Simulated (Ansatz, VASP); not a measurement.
# Se: VASP beside Ansatz

```
Se
1.0
     2.64707    0.00000    0.00000
     0.00000    2.62964    0.00000
     0.00000    0.00000    4.29028
Se
1
Direct
  0.50000 0.00000 0.50000
```

Alike in both runs: functional PBE; k mesh 22 × 20 × 14; occupations gaussian, width 0.1 eV; no spin polarisation.

Ansatz relaxed the structure, and its values are those at the end. VASP's run is a single point on that final structure, the one shown.

```csv
,VASP,Ansatz
version,VASP 6.6.1,Ansatz 0.2.0
potentials or method,"VASP PAW PBE potentials, release 64 (Se), cutoff 520 eV","scalar-relativistic, plane waves, PAW"
valence electrons in the cell,6,16
```

```tsv
	VASP	Ansatz	Ansatz less VASP
gap on the k mesh at the Fermi level (eV)	none	none	-
pressure (GPa)	0.0	0.0	-0.02
```

A gap of «none» marks a metal or a gap that the smearing closes. VASP's potentials hold 6 valence electrons a cell and Ansatz's 16, so a difference there can come from the potentials and not from the codes.
